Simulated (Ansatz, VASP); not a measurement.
**One calculation of Zn, two programs**

```
Zn
1.0
     4.30497    0.00000    0.00000
    -2.15249    3.72821    0.00000
     0.00000    0.00000    4.68634
Zn
4
Direct
  0.00000 0.00000 0.25000
  0.00000 0.00000 0.75000
  0.33333 0.66667 0.75000
  0.66667 0.33333 0.25000
```

Alike in both runs: functional r2SCAN; k mesh 12 × 12 × 10; occupations gaussian, width 0.1 eV; no spin polarisation.

Ansatz relaxed the structure, and its values are those at the end. VASP's run is a single point on that final structure, the one shown.

|  | VASP | Ansatz |
| --- | --- | --- |
| version | VASP 6.6.1 | Ansatz 0.2.0 |
| potentials or method | VASP PAW PBE potentials, release 64 (Zn), cutoff 520 eV | scalar-relativistic, plane waves, PAW |
| valence electrons in the cell | 48 | 48 |

VASP gave:

```
gap on the k mesh at the Fermi level (eV) : none
pressure (GPa)                            : 0.4
```

**Question.** Estimate Ansatz's values.

**Answer.** gap on the k mesh at the Fermi level (eV): none; pressure (GPa): 0.0.

VASP's potentials were made for PBE, not for r2SCAN. A gap of «none» marks a metal or a gap that the smearing closes.
